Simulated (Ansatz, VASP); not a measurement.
This is a calculation of KF for Ansatz 0.2.0.

Contents of input.yaml:

```yaml
crystal:
  lattice:
    - [3.3018409049, 0.0, 0.0]
    - [0.0, 3.3018409049, 0.0]
    - [0.0, 0.0, 3.3018409049]
  atoms:
    - { symbol: K, position: [0.0, 0.0, 0.0], spin: 0.33, spin_axis: [-0.109076, 0.342379, 0.933209] }
    - { symbol: F, position: [0.5, 0.5, 0.5] }
kpoints:
  mp_grid: { grid: [6, 6, 6] }
scf:
  occupations: { method: fermi_dirac, width: 0.1 }
hamiltonian:
  xc: pbe
  pseudopotentials: { kind: all_electron, lapw: { basis_error: 0.001 } }
magnetization:
  noncollinear: true
output:
  forces: true
  stress: true
  eigenvalues: true
```

Potentials or basis: all-electron LAPW, scalar-relativistic.

Command:

```console
$ ansatz run input.yaml --threads 1 --pin off --max-ram 2560MiB --backend cpu --events-out ev --progress --plain --runs-dir out
```

Problem. Set up the same calculation for VASP 6.6.1. Potentials there: VASP PAW PBE potentials, release 64 (K_sv, F).

Solution. As run (the cutoff follows the program's own potentials):

File INCAR:

```
ALGO = Normal
EDIFF = 1E-6
ENCUT = 520
GGA = PE
ISIF = 2
ISMEAR = -1
LASPH = True
LCHARG = False
LNONCOLLINEAR = True
LORBIT = 11
LREAL = False
LWAVE = False
MAGMOM = -0.036 0.113 0.308 0 0 0
NBANDS = 28
NELM = 150
PREC = Accurate
SIGMA = 0.1
```

The input KPOINTS:

```
k-points
0
Gamma
  6 6 6
```

POSCAR

```
KF
1.0
    3.3018409049      0.0000000000      0.0000000000
    0.0000000000      3.3018409049      0.0000000000
    0.0000000000      0.0000000000      3.3018409049
K F
1 1
Direct
    0.0000000000      0.0000000000      0.0000000000
    0.5000000000      0.5000000000      0.5000000000
```

Potentials or basis: VASP PAW PBE potentials, release 64 (K_sv, F).

Run with:

```bash
$ cat potpaw_PBE.64/K_sv/POTCAR potpaw_PBE.64/F/POTCAR > POTCAR
$ mpirun -np 1 vasp_ncl > vasp.out
```

Both were run:

|  | VASP | Ansatz | Ansatz less VASP |
| --- | --- | --- | --- |
| gap on the k mesh at the Fermi level (eV) | 6.00 | 6.01 | +0.011 |
| least direct gap on the mesh (eV) | 6.05 | 6.06 | +0.010 |
| pressure (GPa) | -1.2 | -1.2 | +0.03 |
| net moment per atom (μB) | 0.00 | 0.00 | 0.000 |

Ansatz ran all-electron here, and VASP with PAW potentials.
